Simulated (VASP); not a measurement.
**MgO: single point with PBE**

MgO, a slab with vacuum:

```xyz
12
Lattice="3.0079 0.0000 0.0000 0.0000 3.0079 0.0000 0.0000 0.0000 25.6346" Properties=species:S:1:pos:R:3 pbc="T T T"
Mg    1.5040    1.5040    7.5000
Mg    0.0000    0.0000    9.6269
Mg    1.5040    1.5040   11.7538
Mg    0.0000    0.0000   13.8808
Mg    1.5040    1.5040   16.0077
Mg    0.0000    0.0000   18.1346
O     0.0000    0.0000    7.5000
O     1.5040    1.5040    9.6269
O     0.0000    0.0000   11.7538
O     1.5040    1.5040   13.8808
O     0.0000    0.0000   16.0077
O     1.5040    1.5040   18.1346
```

```json
{
  "Program": "VASP 6.6.1",
  "Task": "single point",
  "Functional": "PBE",
  "Potentials or basis": "VASP PAW PBE potentials, release 64 (Mg, O)",
  "Cutoff": "520 eV",
  "k mesh": "9 × 9 × 1",
  "Occupations": "gaussian, width 0.5 eV",
  "Spin": "no spin polarisation"
}
```

| Item | Value |
| --- | --- |
| Largest force | 0.470 eV/Å |
| Band gap on the k mesh | 3.27 eV |

Forces on the atoms (eV/Å):
```
Mg   0.000  0.000  0.470
Mg   0.000  0.000  0.003
Mg   0.000  0.000 -0.001
Mg   0.000  0.000  0.001
Mg   0.000  0.000 -0.003
Mg   0.000  0.000 -0.470
O    0.000  0.000 -0.447
O    0.000  0.000  0.005
O    0.000  0.000  0.003
O    0.000  0.000 -0.003
O    0.000  0.000 -0.005
O    0.000  0.000  0.447
```

Levels at points of the mesh, in eV from the valence-band top:
| k point | band 22 | band 23 | band 24 | band 25 | band 26 | band 27 |
| --- | --- | --- | --- | --- | --- | --- |
| (0.00, 0.00, 0.00) | -0.16 | 0.00 | 0.00 | 3.27 | 3.37 | 4.79 |

It took 120 s on 1 thread of Intel(R) Xeon(R) 6975P-C (Granite Rapids) (shared host), peak memory 0.35 GiB.
